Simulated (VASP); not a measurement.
# Gd (P6_3/mmc) in VASP: electric field gradients with PBE

Aim: the electric field gradients of Gd with PBE.

Everything below comes from runs of VASP 6.6.1. Logs are shortened: lines on timing, memory, paths and dates and some standing lists are left out, and cuts for length are marked.

## 1. The cell of the first run

Symmetry: P6_3/mmc, No. 194, hexagonal system. The conventional cell has a = 3.595 Å, b = 3.595 Å, c = 6.012 Å, α = 90.00°, β = 90.00°, γ = 120.00°. Gd (site symmetry -6m2) has 12 Gd at 3.59 to 3.65 Å within 4.7 Å.

## 2. Electric field gradients, PBE, collinear spin, ferromagnetic start (z stretched by +3 % at fixed volume)

Input file INCAR:

```
  PREC = Accurate
  ENCUT = 520
  EDIFF = 1E-8
  ISMEAR = -1
  SIGMA = 0.05
  LREAL = False
  LASPH = True
  NELM = 150
  ALGO = Normal
  ISIF = 2
  LWAVE = False
  LCHARG = False
  ISPIN = 2
  MAGMOM = 7 7
  LORBIT = 11
  LMAXMIX = 6
  GGA = PE
  LEFG = True
  NBANDS = 29
```

Input file KPOINTS:

```
regular mesh
0
Gamma
  14 14 8
```

Input file POSCAR:

```
Gd
1.0
    3.5949754986      0.0000000000      0.0000000000
   -1.7974877493      3.1133401078      0.0000000000
    0.0000000000      0.0000000000      6.0116889583
Gd
2
Direct
    0.3333333333      0.6666666667      0.2500000000
    0.6666666667      0.3333333333      0.7500000000
```

Potentials or basis: VASP PAW PBE potentials, release 64 (Gd).

On the command line:

```
cat potpaw_PBE.64/Gd/POTCAR > POTCAR
mpirun -np 1 vasp_std > vasp.out
```

OUTCAR:

```text
PREC = Accurate
   ENCUT = 520
   EDIFF = 1E-8
   ISMEAR = -1
   LREAL = False
   LASPH = True
   NELM = 150
   ISIF = 2
   ISPIN = 2
   LORBIT = 11
   GGA = PE

 ion  position               nearest neighbor table
   1  0.333  0.667  0.250-
   2  0.667  0.333  0.750-

  LATTYP: Found a hexagonal cell.
 ALAT       =     3.5949754986
 C/A-ratio  =     1.6722475468

  Lattice vectors:

 A1 = (   3.5949754986,   0.0000000000,   0.0000000000)
 A2 = (  -1.7974877493,   3.1133401078,   0.0000000000)
 A3 = (   0.0000000000,   0.0000000000,   6.0116889583)

Analysis of symmetry for initial positions (statically):
=====================================================================
 Subroutine PRICEL returns:
 Original cell was already a primitive cell.

 Routine SETGRP: Setting up the symmetry group for a
 hexagonal supercell.

 Subroutine GETGRP returns: Found 24 space group operations
 (whereof 12 operations were pure point group operations)
 out of a pool of 24 trial point group operations.

The static configuration has the point symmetry D_3d.
 The point group associated with its full space group is D_6h.

Analysis of symmetry for dynamics (positions and initial velocities):
=====================================================================
 Subroutine PRICEL returns:
 Original cell was already a primitive cell.

 Routine SETGRP: Setting up the symmetry group for a
 hexagonal supercell.

 Subroutine GETGRP returns: Found 24 space group operations
 (whereof 12 operations were pure point group operations)
 out of a pool of 24 trial point group operations.

The dynamic configuration has the point symmetry D_3d.
 The point group associated with its full space group is D_6h.

Analysis of structural, dynamic, and magnetic symmetry:
=====================================================================
 Subroutine PRICEL returns:
 Original cell was already a primitive cell.

 Routine SETGRP: Setting up the symmetry group for a
 hexagonal supercell.
[... 167 lines left out ...]
      3     -20.1284      1.00000
      4     -19.5543      1.00000
      5     -19.5543      1.00000
      6     -19.5078      1.00000
[... 757 lines left out ...]
     28       3.5362      0.00000
     29       4.7702      0.00000

 [... further k-points ...]

 spin component 2

 k-point     1 :       0.0000    0.0000    0.0000
  band No.  band energies     occupation
      1     -39.1997      1.00000
      2     -39.1341      1.00000
      3     -17.8669      1.00000
      4     -17.1549      1.00000
      5     -17.1549      1.00000
      6     -17.1126      1.00000
[... 757 lines left out ...]
     28       4.7660      0.00000
     29       5.7975      0.00000

 [... further k-points ...]

------------------------ aborting loop because EDIFF is reached ----------------------------------------

  FORCE on cell =-STRESS in cart. coord.  units (eV):
  Direction    XX          YY          ZZ          XY          YZ          ZX
  --------------------------------------------------------------------------------------
  -------------------------------------------------------------------------------------
  Total        0.3460225      0.3460225     -0.7203548      0.0000000      0.0000000      0.0000000
  in kB        8.2394056      8.2394056    -17.1529192      0.0000000      0.0000000      0.0000000
  external PRESSURE =      -0.2247027 kB  Pullay stress =       0.0000000 kB

 VOLUME and BASIS-vectors are now :
 -----------------------------------------------------------------------------
  energy-cutoff  :      520.00
  volume of cell :       67.29
      direct lattice vectors                 reciprocal lattice vectors
     3.594975499  0.000000000  0.000000000     0.278166013  0.160599222  0.000000000
    -1.797487749  3.113340108  0.000000000     0.000000000  0.321198445  0.000000000
     0.000000000  0.000000000  6.011688958     0.000000000  0.000000000  0.166342605

 POSITION                                       TOTAL-FORCE (eV/Angst)
 -----------------------------------------------------------------------------------
     -0.00000      2.07556      1.50292        -0.000000      0.000000      0.000000
      1.79749      1.03778      4.50877         0.000000      0.000000      0.000000
 -----------------------------------------------------------------------------------
    total drift:                                0.000000     -0.000000      0.000000

  FREE ENERGIE OF THE ION-ELECTRON SYSTEM (eV)
  ---------------------------------------------------
  free  energy   TOTEN  =       -23.4105529127 eV

  energy  without entropy=      -23.3825516252  energy(sigma->0) =      -23.39655227

 Electric field gradients (V/A^2)
---------------------------------------------------------------------
 ion       V_xx      V_yy      V_zz      V_xy      V_xz      V_yz
---------------------------------------------------------------------
   1      -2.644    -2.646     5.290    -0.001    -0.000     0.000
   2      -2.644    -2.646     5.290    -0.001     0.000    -0.000
---------------------------------------------------------------------

 Electric field gradients after diagonalization (V/A^2)
 (convention: |V_zz| > |V_xx| > |V_yy|)
----------------------------------------------------------------------
 ion       V_xx      V_yy      V_zz     asymmetry (V_yy - V_xx)/ V_zz
----------------------------------------------------------------------
   1      -2.646    -2.644     5.290       0.000
   2      -2.646    -2.644     5.290       0.000
----------------------------------------------------------------------

           NMR quadrupolar parameters

 Cq : quadrupolar parameter    Cq=e*Q*V_zz/h
 eta: asymmetry parameters     (V_yy - V_xx)/ V_zz
 Q  : nuclear electric quadrupole moment in mb (millibarn)
----------------------------------------------------------------------
 ion       Cq(MHz)       eta       Q (mb)
----------------------------------------------------------------------
   1       0.013       0.000       1.000
   2       0.013       0.000       1.000
----------------------------------------------------------------------

 total charge

# of ion       s       p       d       f       tot
--------------------------------------------------
    1        2.073   5.568   0.566   6.980  15.186
    2        2.073   5.568   0.566   6.980  15.186
--------------------------------------------------
tot          4.145  11.135   1.132  13.960  30.373

 magnetization (x)

# of ion       s       p       d       f       tot
--------------------------------------------------
    1        0.004  -0.052   0.233   6.824   7.009
    2        0.004  -0.052   0.233   6.824   7.009
--------------------------------------------------
tot          0.007  -0.103   0.466  13.648  14.018
```

stdout:

```text
POSCAR found type information on POSCAR Gd
 POSCAR found :  1 types and       2 ions
 scaLAPACK will be used
 LDA part: xc-table for (Slater+PW92), standard interpolation
 POSCAR, INCAR and KPOINTS ok, starting setup
 FFT: planning ... GRIDC
 FFT: planning ... GRID_SOFT
 FFT: planning ... GRID
 WAVECAR not read
 entering main loop
ion   1

ion   2
```

It took 33 min on 1 thread of Oxide Virtual Turin-like, shared host; peak memory 0.46 GiB.

What came out:

```
Free energy                                           : -23.4106 eV
Pressure                                              : 0.0 GPa
Net moment                                            : 15.36 μB per cell
Site moments                                          : Gd +7.01 μB
Largest electric field gradient by atom               : Gd +5.3 V/Å²
Valence electrons inside the program's atomic spheres : Gd 15.19
```

Electric field gradients, principal values (V/Å²):
| atom | least | middle | greatest (by size) |
| --- | --- | --- | --- |
| 1 Gd | -2.644 | -2.646 | 5.290 |
| 2 Gd | -2.644 | -2.646 | 5.290 |

Caveat: without QUAD_EFG the Cq values of the log hold for a quadrupole moment of 1 mb, not for the nuclei. The state reached can hang on the start; a lower one may exist.
